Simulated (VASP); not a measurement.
The system is PtS2.

```
CELL_PARAMETERS angstrom
3.49935 0.00000 0.00000
-1.74968 3.03053 0.00000
0.00000 0.00000 5.30572
ATOMIC_POSITIONS crystal
Pt 0.00000 0.00000 0.00000
S 0.33333 0.66667 0.23673
S 0.66667 0.33333 0.76327
```

This cell differs from its parent crystal: epitaxial xy strain -1.5%.

Base run:

| Property | Result |
| --- | --- |
| Program | VASP 6.6.1 |
| Functional | r2SCAN |
| Potentials or basis | VASP PAW PBE potentials, release 64 (Pt, S) |
| Cutoff | 520 eV |
| k mesh | 12 × 12 × 6 |
| Occupations | gaussian, width 0.01 eV |
| Spin | no spin polarisation |

Its results: band gap on the k mesh 1.03 eV (least direct gap 1.21 eV); pressure 3.3 GPa; largest force 0.048 eV/Å.

Problem. The run is repeated on the same cell with these changes: functional from r2SCAN to PBE; occupations from gaussian, width 0.01 eV to fermi-dirac, width 0.02 eV. What comes out?

Solution. Band gap on the k mesh 0.86 eV (least direct gap 1.02 eV); pressure 5.3 GPa; largest force 0.036 eV/Å.

Caveats: the cell stands under pressure; spin-orbit coupling is left out, which moves the levels of the heavy elements; the PAW data sets were made with another functional, which shifts forces and pressure a little (at least some runs).

A k mesh can miss the band edges.
